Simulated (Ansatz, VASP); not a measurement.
WS: VASP beside Ansatz

```
W S
1.0
     0.00000    2.74559    2.74559
     2.74559    0.00000    2.74559
     2.74559    2.74559    0.00000
W S
1 1
Cartesian
  0.0000 0.0000 0.0000
  4.1184 4.1184 4.1184
```

Alike in both runs: task relaxation of cell and atoms; functional PBE; k mesh 6 × 6 × 6; occupations gaussian, width 0.1 eV; no spin polarisation.

|  | VASP | Ansatz |
| --- | --- | --- |
| version | VASP 6.6.1 | Ansatz 0.2.0 |
| potentials or method | VASP PAW PBE potentials, release 64 (W_sv, S), cutoff 600 eV | scalar-relativistic, plane waves, PAW |
| valence electrons in the cell | 20 | 20 |

Ansatz gave:

| Quantity | Value |
| --- | --- |
| gap on the k mesh at the Fermi level, each at its own relaxed structure (eV) | none |
| relaxed volume (Å³/atom) | 18.98 |
| relaxed cell length with the largest relative difference (Å) | 3.773 |

**Question.** What did VASP give for the same quantities?

**Answer.** gap on the k mesh at the Fermi level, each at its own relaxed structure (eV): none; relaxed volume (Å³/atom): 19.02; relaxed cell length with the largest relative difference (Å): 3.775.

A gap of «none» marks a metal or a gap that the smearing closes.

Spin-orbit coupling is off throughout.
